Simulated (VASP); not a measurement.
A run of VASP 6.6.1:

The input INCAR:

```
  PREC = Accurate
  ENCUT = 520
  EDIFF = 1E-7
  ISMEAR = 0
  SIGMA = 0.15
  LREAL = F
  LASPH = T
  NELM = 60
  ALGO = Fast
  ISIF = 2
  LWAVE = F
  LCHARG = T
  GGA = CA
  LELF = T
  LVHAR = T
  NBANDS = 18
```

The input KPOINTS:

```
regular mesh
0
Gamma
  10 10 10
```

POSCAR

```
Al3Cu
1.0
    3.5723171391      0.0000000000      0.0000000000
    0.0000000000      4.1374425223      0.0000000000
    0.0000000000      0.0000000000      3.8548798307
Al Cu
3 1
Direct
    0.0000000000      0.5000000000      0.5000000000
    0.5000000000      0.0000000000      0.5000000000
    0.5000000000      0.5000000000      0.0000000000
    0.0000000000      0.0000000000      0.0000000000
```

Potentials or basis: VASP PAW LDA potentials, release 64 (Al, Cu).

Command:

```bash
$ cat potpaw_LDA.64/Al/POTCAR potpaw_LDA.64/Cu/POTCAR > POTCAR
$ mpirun -np 1 vasp_std > vasp.out
```

Hardware: 1 thread of Intel Xeon 6975P-C (shared host).

Q: How long does it take, and how much memory?

A: Wall time 2.4 min on 1 thread of Intel Xeon 6975P-C (shared host), peak memory 0.31 GiB. Counts: scf iterations 18, k points 216.
